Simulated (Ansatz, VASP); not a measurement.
# One calculation of Al, two programs

```
Al
1.0
     2.89320    0.00000    0.00000
    -1.44660    2.50558    0.00000
     0.00000    0.00000    9.64030
Al
4
Direct
  0.00000 0.00000 0.00000
  0.33333 0.66667 0.25000
  0.00000 0.00000 0.50000
  0.66667 0.33333 0.75000
```

Alike in both runs: task single point; functional PBE; dispersion D3(BJ); k mesh 18 × 18 × 4; occupations gaussian, width 0.15 eV; no spin polarisation.

|  | VASP | Ansatz |
| --- | --- | --- |
| version | VASP 6.6.1 | Ansatz 0.2.0 |
| potentials or method | VASP PAW PBE potentials, release 64 (Al), cutoff 520 eV | scalar-relativistic, plane waves, PAW |
| valence electrons in the cell | 12 | 12 |

Ansatz gave:

```
gap on the k mesh at the Fermi level (eV)                     : none
pressure (GPa)                                                : -6.6
traceless stress, the component that is largest in VASP (GPa) : -0.26
```

Question: What did VASP give for the same quantities?

Answer: gap on the k mesh at the Fermi level (eV): none; pressure (GPa): -6.7; traceless stress, the component that is largest in VASP (GPa): -0.26.

A gap of «none» marks a metal or a gap that the smearing closes.
